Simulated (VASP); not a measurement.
# TaN (P6/mmm) in VASP: further runs, part 2 of 3

VASP 6.6.1.

### Step 4. Electric field gradients, LDA (equal xx and yy strain of -2 %)

File INCAR:

```
PREC = Accurate
ENCUT = 520
EDIFF = 1E-8
ISMEAR = -1
SIGMA = 0.03
LREAL = F
LASPH = T
NELM = 100
ALGO = Normal
ISIF = 2
LWAVE = F
LCHARG = F
LEFG = T
NBANDS = 33
```

File KPOINTS:

```
regular mesh
0
Gamma
  5 5 8
```

File POSCAR:

```
TaN
1.0
    5.0812992707      0.0000000000      0.0000000000
   -2.5406496353      4.4005342526      0.0000000000
    0.0000000000      0.0000000000      2.9080000000
Ta N
3 3
Direct
    0.0000000000      0.0000000000      0.0000000000
    0.3333333333      0.6666666667      0.5000000000
    0.6666666667      0.3333333333      0.5000000000
    0.5000000000      0.0000000000      0.0000000000
    0.5000000000      0.5000000000      0.0000000000
    0.0000000000      0.5000000000      0.0000000000
```

Potentials or basis: VASP PAW LDA potentials, release 64 (Ta_pv, N).

Started as:

```sh
$ cat potpaw_LDA.64/Ta_pv/POTCAR potpaw_LDA.64/N/POTCAR > POTCAR
$ mpirun -np 1 vasp_std > vasp.out
```

OUTCAR:

```text
PREC = Accurate
   ENCUT = 520
   EDIFF = 1E-8
   ISMEAR = -1
   LREAL = F
   LASPH = T
   NELM = 100
   ISIF = 2

 ion  position               nearest neighbor table
   1  0.000  0.000  0.000-   6 2.54   6 2.54   5 2.54   5 2.54   4 2.54   4 2.54   3 3.27   3 3.27
                             2 3.27   2 3.27   2 3.27   3 3.27   2 3.27   3 3.27   2 3.27   3 3.27
   2  0.333  0.667  0.500-   4 2.07   4 2.07   6 2.07   6 2.07   5 2.07   5 2.07   3 2.93   3 2.93
                             3 2.93   1 3.27   1 3.27   1 3.27   1 3.27   1 3.27   1 3.27
   3  0.667  0.333  0.500-   4 2.07   4 2.07   6 2.07   6 2.07   5 2.07   5 2.07   2 2.93   2 2.93
                             2 2.93   1 3.27   1 3.27   1 3.27   1 3.27   1 3.27   1 3.27
   4  0.500  0.000  0.000-   2 2.07   3 2.07   2 2.07   3 2.07   1 2.54   1 2.54
   5  0.500  0.500  0.000-   2 2.07   3 2.07   2 2.07   3 2.07   1 2.54   1 2.54
   6  0.000  0.500  0.000-   2 2.07   3 2.07   2 2.07   3 2.07   1 2.54   1 2.54

  LATTYP: Found a hexagonal cell.
 ALAT       =     5.0812992707
 C/A-ratio  =     0.5722945737

  Lattice vectors:

 A1 = (   5.0812992707,   0.0000000000,   0.0000000000)
 A2 = (  -2.5406496353,   4.4005342526,   0.0000000000)
 A3 = (   0.0000000000,   0.0000000000,   2.9080000000)

Analysis of symmetry for initial positions (statically):
=====================================================================
[... 1084 lines left out ...]
  free  energy   TOTEN  =       -71.2729605639 eV

  energy  without entropy=      -71.2715732195  energy(sigma->0) =      -71.27226689

 Electric field gradients (V/A^2)
---------------------------------------------------------------------
 ion       V_xx      V_yy      V_zz      V_xy      V_xz      V_yz
---------------------------------------------------------------------
   1     165.980   165.979  -331.959    -0.001     0.000     0.000
   2     195.921   195.921  -391.841     0.000     0.000    -0.000
   3     195.921   195.921  -391.841     0.000     0.000     0.000
   4      35.265   -31.761    -3.505     0.001     0.000     0.000
   5     -15.005    18.509    -3.504    29.023     0.000    -0.000
   6     -15.005    18.509    -3.505   -29.023    -0.000    -0.000
---------------------------------------------------------------------

 Electric field gradients after diagonalization (V/A^2)
 (convention: |V_zz| > |V_xx| > |V_yy|)
----------------------------------------------------------------------
 ion       V_xx      V_yy      V_zz     asymmetry (V_yy - V_xx)/ V_zz
----------------------------------------------------------------------
   1     165.981   165.979  -331.959       0.000
   2     195.921   195.921  -391.841       0.000
   3     195.921   195.921  -391.841       0.000
   4     -31.761    -3.505    35.265       0.801
   5     -31.761    -3.504    35.265       0.801
   6     -31.761    -3.505    35.265       0.801
----------------------------------------------------------------------

           NMR quadrupolar parameters

 Cq : quadrupolar parameter    Cq=e*Q*V_zz/h
 eta: asymmetry parameters     (V_yy - V_xx)/ V_zz
 Q  : nuclear electric quadrupole moment in mb (millibarn)
----------------------------------------------------------------------
 ion       Cq(MHz)       eta       Q (mb)
----------------------------------------------------------------------
   1      -0.803       0.000       1.000
   2      -0.947       0.000       1.000
   3      -0.947       0.000       1.000
   4       0.085       0.801       1.000
   5       0.085       0.801       1.000
   6       0.085       0.801       1.000
----------------------------------------------------------------------
```

stdout:

```text
POSCAR found type information on POSCAR TaN
 POSCAR found :  2 types and       6 ions
 scaLAPACK will be used
 LDA part: xc-table for (Slater(with rela. corr.)+CA(PZ))
 , standard interpolation
 POSCAR, INCAR and KPOINTS ok, starting setup
 FFT: planning ... GRIDC
 FFT: planning ... GRID_SOFT
 FFT: planning ... GRID
 WAVECAR not read
 entering main loop
ion   1

ion   2

ion   3

ion   4

ion   5

ion   6
```

It took 97 s on 1 thread of AMD EPYC 7R13, shared host; peak memory 0.16 GiB.

Results:

* Free energy: -71.2730 eV
* Pressure: 9.6 GPa
* Band gap on the k mesh: zero (bands 24 and 25 overlap by 2.24 eV)
* Largest electric field gradient by atom: Ta -332.0, -391.8 (each value once); N +35.3 V/Å²

Stress tensor (GPa, compression positive):
```
11.47  0.00  0.00
 0.00 11.47  0.00
 0.00  0.00  5.77
```

Electric field gradients, principal values (V/Å²):
```tsv
atom	least	middle	greatest (by size)
1 Ta	165.979	165.981	-331.959
2 Ta	195.921	195.921	-391.841
3 Ta	195.921	195.921	-391.841
4 N	-3.505	-31.761	35.265
5 N	-3.504	-31.761	35.265
6 N	-3.505	-31.761	35.265
```

Caveat: the cell differs from its parent crystal (equal xx and yy strain of -2 %); the stress differs along the axes, from 6 to 11 GPa; without QUAD_EFG the Cq values of the log hold for a quadrupole moment of 1 mb, not for the nuclei; spin-orbit coupling is left out, which moves the levels of the heavy elements.

### Step 5. Electric field gradients, LDA (equal xx and yy strain of -2 %)

File INCAR:

```
PREC     = Accurate       # precision mode
ENCUT    = 520            # plane-wave cutoff, eV
EDIFF    = 1E-8           # SCF threshold, eV
ISMEAR   = -1             # smearing method
SIGMA    = 0.03           # smearing width, eV
LREAL    = F              # projectors in reciprocal space
LASPH    = T              # aspherical terms in the spheres
NELM     = 80             # most SCF steps
ALGO     = Normal         # electronic algorithm
ISIF     = 2              # what is computed and relaxed
LWAVE    = F              # write WAVECAR
LCHARG   = F              # write CHGCAR
GGA      = CA             # functional
LEFG     = T            
NBANDS   = 33             # bands
```

File KPOINTS:

```
Automatic mesh
0
Gamma
  5 5 8
```

POSCAR is that of step 4.

Potentials or basis: VASP PAW LDA potentials, release 64 (Ta_pv, N).

Started as:

```sh
$ cat potpaw_LDA.64/Ta_pv/POTCAR potpaw_LDA.64/N/POTCAR > POTCAR
$ mpirun -np 1 vasp_std > vasp.out
```

OUTCAR:

```text
PREC = Accurate
   ENCUT = 520
   EDIFF = 1E-8
   ISMEAR = -1
   LREAL = F
   LASPH = T
   NELM = 80
   ISIF = 2
   GGA = CA

 ion  position               nearest neighbor table
   1  0.000  0.000  0.000-   6 2.54   6 2.54   5 2.54   5 2.54   4 2.54   4 2.54   3 3.27   3 3.27
                             2 3.27   2 3.27   2 3.27   3 3.27   2 3.27   3 3.27   2 3.27   3 3.27
   2  0.333  0.667  0.500-   4 2.07   4 2.07   6 2.07   6 2.07   5 2.07   5 2.07   3 2.93   3 2.93
                             3 2.93   1 3.27   1 3.27   1 3.27   1 3.27   1 3.27   1 3.27
   3  0.667  0.333  0.500-   4 2.07   4 2.07   6 2.07   6 2.07   5 2.07   5 2.07   2 2.93   2 2.93
                             2 2.93   1 3.27   1 3.27   1 3.27   1 3.27   1 3.27   1 3.27
   4  0.500  0.000  0.000-   2 2.07   3 2.07   2 2.07   3 2.07   1 2.54   1 2.54
   5  0.500  0.500  0.000-   2 2.07   3 2.07   2 2.07   3 2.07   1 2.54   1 2.54
[... 1112 lines left out ...]
---------------------------------------------------------------------

 Electric field gradients after diagonalization (V/A^2)
 (convention: |V_zz| > |V_xx| > |V_yy|)
----------------------------------------------------------------------
 ion       V_xx      V_yy      V_zz     asymmetry (V_yy - V_xx)/ V_zz
----------------------------------------------------------------------
   1     165.981   165.979  -331.959       0.000
   2     195.921   195.921  -391.841       0.000
   3     195.921   195.921  -391.841       0.000
   4     -31.761    -3.505    35.265       0.801
   5     -31.761    -3.504    35.265       0.801
   6     -31.761    -3.505    35.265       0.801
----------------------------------------------------------------------

           NMR quadrupolar parameters

 Cq : quadrupolar parameter    Cq=e*Q*V_zz/h
 eta: asymmetry parameters     (V_yy - V_xx)/ V_zz
 Q  : nuclear electric quadrupole moment in mb (millibarn)
----------------------------------------------------------------------
 ion       Cq(MHz)       eta       Q (mb)
----------------------------------------------------------------------
   1      -0.803       0.000       1.000
   2      -0.947       0.000       1.000
   3      -0.947       0.000       1.000
   4       0.085       0.801       1.000
   5       0.085       0.801       1.000
   6       0.085       0.801       1.000
----------------------------------------------------------------------
```

OSZICAR:

```text
N       E                     dE             d eps       ncg     rms          rms(c)
DAV:   1     0.442269862784E+03    0.44227E+03   -0.26106E+04  1650   0.154E+03
DAV:   2    -0.537063937526E+02   -0.49598E+03   -0.47239E+03  1918   0.445E+02
DAV:   3    -0.815404667632E+02   -0.27834E+02   -0.27332E+02  1998   0.102E+02
DAV:   4    -0.820511109148E+02   -0.51064E+00   -0.50440E+00  2106   0.131E+01
DAV:   5    -0.820618447101E+02   -0.10734E-01   -0.10724E-01  2060   0.153E+00    0.492E+01
DAV:   6    -0.719615888884E+02    0.10100E+02   -0.47966E+01  1980   0.388E+01    0.216E+01
DAV:   7    -0.714875808997E+02    0.47401E+00   -0.39282E+00  2103   0.144E+01    0.121E+01
DAV:   8    -0.713026987994E+02    0.18488E+00   -0.60799E-01  2066   0.518E+00    0.373E+00
DAV:   9    -0.712742036838E+02    0.28495E-01   -0.72851E-02  2020   0.242E+00    0.434E-01
DAV:  10    -0.712731990958E+02    0.10046E-02   -0.10634E-02  2112   0.594E-01    0.176E-01
DAV:  11    -0.712729710341E+02    0.22806E-03   -0.13182E-03  2047   0.262E-01    0.432E-02
DAV:  12    -0.712729617669E+02    0.92672E-05   -0.10321E-04  2050   0.727E-02    0.191E-02
DAV:  13    -0.712729605400E+02    0.12268E-05   -0.75257E-06  2017   0.200E-02    0.378E-03
DAV:  14    -0.712729606329E+02   -0.92845E-07   -0.81170E-07  2168   0.513E-03    0.268E-03
DAV:  15    -0.712729605634E+02    0.69477E-07   -0.31880E-07  2072   0.365E-03    0.283E-04
DAV:  16    -0.712729605639E+02   -0.46475E-09   -0.10484E-08  1211   0.659E-04
   1 F= -.71272961E+02 E0= -.71272267E+02  d E =-.138734E-02
```

stdout:

```text
POSCAR found type information on POSCAR TaN
 POSCAR found :  2 types and       6 ions
 scaLAPACK will be used
 LDA part: xc-table for (Slater(with rela. corr.)+CA(PZ))
 , standard interpolation
 POSCAR, INCAR and KPOINTS ok, starting setup
 FFT: planning ... GRIDC
 FFT: planning ... GRID_SOFT
 FFT: planning ... GRID
 WAVECAR not read
 entering main loop
ion   1

ion   2

ion   3

ion   4

ion   5

ion   6
```

It took 95 s on 1 thread of AMD EPYC 7R13, shared host; peak memory 0.16 GiB.

Results:

```
Free energy                             : -71.2730 eV
Pressure                                : 9.6 GPa
Band gap on the k mesh                  : zero (bands 24 and 25 overlap by 2.24 eV)
Largest electric field gradient by atom : Ta -332.0, -391.8 (each value once); N +35.3 V/Å²
```

Electric field gradients, principal values (V/Å²):
```csv
atom,least,middle,greatest (by size)
1 Ta,165.979,165.981,-331.959
2 Ta,195.921,195.921,-391.841
3 Ta,195.921,195.921,-391.841
4 N,-3.505,-31.761,35.265
5 N,-3.504,-31.761,35.265
6 N,-3.505,-31.761,35.265
```

Caveat: the cell differs from its parent crystal (equal xx and yy strain of -2 %); the stress differs along the axes, from 6 to 11 GPa; without QUAD_EFG the Cq values of the log hold for a quadrupole moment of 1 mb, not for the nuclei; spin-orbit coupling is left out, which moves the levels of the heavy elements.

[end of part 2 of 3]
